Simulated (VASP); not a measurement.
# Rh: relaxation of cell and atoms with PBEsol

Crystal: Rh.

```
Rh
1.0
     0.00000    1.89011    1.89011
     1.89011    0.00000    1.89011
     1.89011    1.89011    0.00000
Rh
1
Direct
  0.00000 0.00000 0.00000
```

```json
{
 "Program": "VASP 6.6.1",
 "Task": "relaxation of cell and atoms",
 "Functional": "PBEsol",
 "Potentials or basis": "VASP PAW PBE potentials, release 64 (Rh_pv)",
 "Cutoff": "500 eV",
 "k mesh": "20 × 20 × 20",
 "Occupations": "fermi-dirac, width 0.08 eV",
 "Spin": "no spin polarisation",
 "Dipole correction": "no",
 "Further INCAR settings": "ALGO = Normal; EDIFF = 1e-07; IBRION = 2; EDIFFG = -0.1; NSW = 60; ISIF = 3"
}
```

```
Pressure after relaxing : 0.1 GPa
Band gap on the k mesh  : zero (an odd number of electrons rules out a gap without spin polarisation)
```

Final structure:
```
CELL_PARAMETERS angstrom
0.00000 1.89011 1.89011
1.89011 0.00000 1.89011
1.89011 1.89011 0.00000
ATOMIC_POSITIONS crystal
Rh 0.00000 0.00000 0.00000
```

Levels at points of the mesh, in eV from the Fermi level:
```tsv
k point	band 4	band 5	band 6	band 7	band 8	band 9	band 10	band 11
(0.00, 0.00, 0.00)	-8.19	-3.18	-3.18	-3.18	-1.01	-1.01	15.92	20.32
(0.50, 0.00, 0.00)	-6.31	-3.25	-3.25	0.60	0.60	0.63	8.78	15.43
(0.50, 0.50, 0.00)	-6.52	-6.14	0.58	1.03	1.03	3.20	12.46	13.34
```

Wall time 36 s on 1 thread of Oxide Virtual Turin-like Processor, on a shared host, peak memory 0.12 GiB.

Caveat: the PAW data sets were made with another functional, which shifts forces and pressure a little.
